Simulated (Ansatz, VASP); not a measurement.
# Cs in VASP and in Ansatz

```
Cs
1.0
     5.15255    0.00000    0.00000
    -2.57627    4.46224    0.00000
     0.00000    0.00000    8.34712
Cs
2
Direct
  0.33333 0.66667 0.25000
  0.66667 0.33333 0.75000
```

Alike in both runs: functional LDA; k mesh 9 × 9 × 5; occupations fermi-dirac, width 0.1 eV; no spin polarisation.

Ansatz relaxed the structure, and its values are those at the end. VASP's run is a single point on that final structure, the one shown.

|  | VASP | Ansatz |
| --- | --- | --- |
| version | VASP 6.6.1 | Ansatz 0.2.0 |
| potentials or method | VASP PAW LDA potentials, release 64 (Cs_sv) | PAW with Ansatz's default frozen-core files, scalar-relativistic |
| plane-wave cutoff (eV) | 520 | 420 |
| valence electrons in the cell | 18 | 18 |

|  | VASP | Ansatz | Ansatz less VASP |
| --- | --- | --- | --- |
| pressure (GPa) | 0.0 | 0.0 | +0.01 |

LDA's correlation is that of Perdew and Zunger in VASP and of Perdew and Wang (1992) in Ansatz.

Neither program's run includes spin-orbit coupling.
